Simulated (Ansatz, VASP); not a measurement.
Two plane-wave programs on Ta

POSCAR

```
Ta
1.0
   -1.6017416000      1.6017416000      1.6760492000
    1.6017416000     -1.6017416000      1.6760492000
    1.6017416000      1.6017416000     -1.6760492000
Ta
1
Direct
    0.0000000000      0.0000000000      0.0000000000
```

File INCAR.step1:

```
  PREC = Accurate
  ENCUT = 520
  ISMEAR = 0
  SIGMA = 0.15
  LREAL = F
  LASPH = T
  NELM = 60
  NBANDS = 12
  GGA = PE
  ALGO = Normal
  EDIFF = 1E-4
  LWAVE = T
  LCHARG = F
```

The input INCAR.step2:

```
  PREC = Accurate
  ENCUT = 520
  EDIFF = 1E-6
  ISMEAR = 0
  SIGMA = 0.15
  LREAL = F
  LASPH = T
  NELM = 60
  ALGO = Normal
  ISIF = 2
  LWAVE = F
  LCHARG = T
  METAGGA = R2SCAN
  LMIXTAU = T
  LELF = T
  LVHAR = T
  NBANDS = 12
  ISTART = 1
```

Contents of KPOINTS:

```
Automatic mesh
0
Gamma
  20 20 20
```

Input for Ansatz:

```yaml
crystal:
  lattice:
    - [-1.6017416, 1.6017416, 1.6760492]
    - [1.6017416, -1.6017416, 1.6760492]
    - [1.6017416, 1.6017416, -1.6760492]
  atoms:
    - { symbol: Ta, position: [0.0, 0.0, 0.0] }
basis:
  ecutwfc: 500
kpoints:
  mp_grid: { grid: [20, 20, 20] }
hamiltonian:
  xc: r2scan
scf:
  occupations: { method: gaussian, width: 0.15 }
output:
  forces: true
  stress: true
  eigenvalues: true
```

Change from the starting cell: strain -0.030 along x and y, +0.015 along z, atoms carried along.

Alike in both runs: task single point; functional r2SCAN; k mesh 20 × 20 × 20; occupations gaussian, width 0.15 eV; no spin polarisation.

```csv
,VASP,Ansatz
version,VASP 6.6.1,Ansatz 0.2.0
potentials or method,"VASP PAW PBE potentials, release 64 (Ta_pv), cutoff 520 eV","scalar-relativistic, plane waves, PAW"
valence electrons in the cell,11,13
```

```tsv
	VASP	Ansatz	Ansatz less VASP
gap on the k mesh at the Fermi level (eV)	none	none	-
pressure (GPa)	11.8	11.0	-0.81
traceless stress, the component that is largest in VASP (GPa)	-3.96	-3.97	-0.019
```

VASP's potentials were made for PBE, not for r2SCAN. A gap of «none» marks a metal or a gap that the smearing closes. VASP's potentials hold 11 valence electrons a cell and Ansatz's 13, so a difference there can come from the potentials and not from the codes.

Neither program's run includes spin-orbit coupling.
